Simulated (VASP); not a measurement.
Here is a VASP 6.6.1 calculation.

INCAR

```
SYSTEM = SnO2
PREC = Accurate
ENCUT = 520
EDIFF = 1E-7
ISMEAR = 0
SIGMA = 0.02
LREAL = .False.
LASPH = .True.
NELM = 60
ALGO = Normal
ISIF = 2
LWAVE = .False.
LCHARG = .True.
GGA = PE
LELF = .True.
LVHAR = .True.
NBANDS = 35
```

Contents of KPOINTS:

```
Automatic mesh
0
Gamma
  10 10 10
  0 0 0
```

The input POSCAR:

```
SnO2
1.0
   -2.0093408804      2.0093408804      5.1103156582
    2.0093408804     -2.0093408804      5.1103156582
    2.0093408804      2.0093408804     -5.1103156582
Sn O
2 4
Direct
    0.7500000000      0.2500000000      0.5000000000
    0.0000000000      0.0000000000      0.0000000000
    0.7959937704      0.7959937704      0.0000000000
    0.9540062296      0.4540062296      0.5000000000
    0.2040062296      0.2040062296      0.0000000000
    0.5459937704      0.0459937704      0.5000000000
```

Potentials or basis: VASP PAW PBE potentials, release 64 (Sn_d, O).

The run is started by

```bash
$ cat potpaw_PBE.64/Sn_d/POTCAR potpaw_PBE.64/O/POTCAR > POTCAR
$ mpirun -np 1 vasp_std > vasp.out
```

**Question.** What does it give for the band gap on the k mesh?

**Answer.** 1.58 eV, indirect (least direct gap 1.96 eV).

**Question.** What does it give for the largest force?

**Answer.** 0.031 eV/Å.

Stress tensor (GPa, compression positive):
```
5.02 0.00 0.00
0.00 5.02 0.00
0.00 0.00 5.34
```

Caveat: spin-orbit coupling is left out, which moves the levels of the heavy elements. A k mesh can miss the band edges.
